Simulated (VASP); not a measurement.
Input of a VASP 6.6.1 run:

File POSCAR:

```
Cr
1.0
    0.0000000000      2.6201435158      2.6201435158
    2.6201435158      0.0000000000      2.6201435158
    2.6201435158      2.6201435158      0.0000000000
Cr
2
Direct
    1.0000000000      0.0000000000      0.0000000000
    0.5000000000      0.5000000000      0.5000000000
```

INCAR.step1

```
PREC = Accurate
ENCUT = 550
ISMEAR = -1
SIGMA = 0.05
LREAL = False
LASPH = True
NELM = 200
ISPIN = 2
MAGMOM = 3.171 -3.171
LMAXMIX = 4
NBANDS = 23
GGA = PE
ALGO = Normal
EDIFF = 1E-5
LWAVE = True
LCHARG = False
GGA_COMPAT = False
```

The input INCAR.step2:

```
PREC = Accurate
ENCUT = 550
EDIFF = 1E-6
ISMEAR = -1
SIGMA = 0.05
LREAL = False
LASPH = True
NELM = 200
ALGO = Normal
ISIF = 2
LWAVE = False
LCHARG = False
ISPIN = 2
MAGMOM = 3.171 -3.171
LORBIT = 11
LMAXMIX = 4
METAGGA = R2SCAN
LMIXTAU = True
NBANDS = 23
ISTART = 1
GGA_COMPAT = False
```

KPOINTS

```
regular mesh
0
Gamma
  12 12 12
```

Potentials or basis: VASP PAW PBE potentials, release 64 (Cr_pv).

Run with:

```bash
$ cat potpaw_PBE.64/Cr_pv/POTCAR > POTCAR
$ cp INCAR.step1 INCAR
$ mpirun -np 1 vasp_std > vasp.out
$ cp INCAR.step2 INCAR
$ mpirun -np 1 vasp_std > vasp.out
```

Predict the net moment.

0.00 μB per cell.

Estimate the band gap on the k mesh.

zero (filled and empty bands overlap).

Caveat: the cell stands under tension; the antiferromagnetic order is the one typed at the start, and another may lie lower.
